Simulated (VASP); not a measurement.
Input of a VASP 6.6.1 run:

The input INCAR:

```
SYSTEM = ScPt
ALGO = Normal
EDIFF = 1E-8
ENCUT = 520
GGA = PS
IBRION = 8
ISIF = 2
ISMEAR = -1
LASPH = .TRUE.
LCHARG = .TRUE.
LREAL = .FALSE.
LWAVE = .FALSE.
NBANDS = 18
NELM = 80
NSW = 1
PREC = Accurate
SIGMA = 0.1
```

KPOINTS

```
k-points
0
G
  12 12 12
  0 0 0
```

The input POSCAR:

```
ScPt
1.0
    3.2392346236      0.0000000000      0.0000000000
    0.0000000000      3.2392346236      0.0000000000
    0.0000000000      0.0000000000      3.2392346236
Sc Pt
1 1
Direct
    0.5000000000      0.5000000000      0.5000000000
    0.0000000000      0.0000000000      0.0000000000
```

Potentials or basis: VASP PAW PBE potentials, release 64 (Sc_sv, Pt).

Launch:

```bash
$ cat potpaw_PBE.64/Sc_sv/POTCAR potpaw_PBE.64/Pt/POTCAR > POTCAR
$ mpirun -np 1 vasp_std > vasp.out
```

Q: What does it give for the highest phonon frequency at Γ?

A: 178 cm⁻¹.

Phonon frequencies in cm⁻¹ (negative: imaginary):
```csv
q point,frequencies
"(0.000, 0.000, 0.000)",0 0 0 178 178 178
```

Caveat: the cell stands under pressure or tension, which shifts response properties.
